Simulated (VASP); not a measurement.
Write the native input for VASP 6.6.1 that does the following.

* Task: single point
* Functional: PBEsol
* Dispersion: D4
* Potentials or basis: VASP PAW PBE potentials, release 64 (Ti_sv)
* Cutoff: 520 eV
* k mesh: 11 × 11 × 11
* Occupations: fermi-dirac, width 0.05 eV
* Spin: no spin polarisation
* Dipole correction: no
* Further INCAR settings: ALGO = Normal; EDIFF = 1e-06; NBANDS = 12

The structure of Ti lies in POSCAR:

```
Ti
1.0
   -1.5990341334      1.5990341334      1.5990341334
    1.5990341334     -1.5990341334      1.5990341334
    1.5990341334      1.5990341334     -1.5990341334
Ti
1
Direct
    0.0000000000      0.0000000000      0.0000000000
```

One way to write it, as run:

INCAR

```
SYSTEM = Ti
PREC     = Accurate       ! precision mode
ENCUT    = 520            ! plane-wave cutoff, eV
EDIFF    = 1E-6           ! SCF threshold, eV
ISMEAR   = -1             ! smearing method
SIGMA    = 0.05           ! smearing width, eV
LREAL    = .FALSE.        ! projectors in reciprocal space
LASPH    = .TRUE.         ! aspherical terms in the spheres
NELM     = 80             ! most SCF steps
ALGO     = Normal         ! electronic algorithm
ISIF     = 2              ! what is computed and relaxed
LWAVE    = .FALSE.        ! write WAVECAR
LCHARG   = .FALSE.        ! write CHGCAR
GGA      = PS             ! functional
IVDW     = 13             ! dispersion correction
NBANDS   = 12             ! bands
```

KPOINTS

```
Automatic mesh
0
G
  11 11 11
  0 0 0
```

Potentials or basis: VASP PAW PBE potentials, release 64 (Ti_sv).

Launch:

```console
$ cat potpaw_PBE.64/Ti_sv/POTCAR > POTCAR
$ mpirun -np 1 vasp_std > vasp.out
```

It gave:

```yaml
Pressure: -0.3 GPa
Band_gap_on_the_k_mesh: zero (band 6 reaches 9.65 eV, above the bottom of band 7 at 7.94 eV)
Dispersion_energy_per_atom: -0.124 eV
```

Caveat: the PAW data sets were made with another functional, which shifts forces and pressure a little; pairwise dispersion overbinds metals, which lowers pressure and volume.

Wall time 8.5 s on 1 thread of Intel(R) Xeon(R) Platinum 8488C (Sapphire Rapids), on a shared host, peak memory 0.14 GiB.
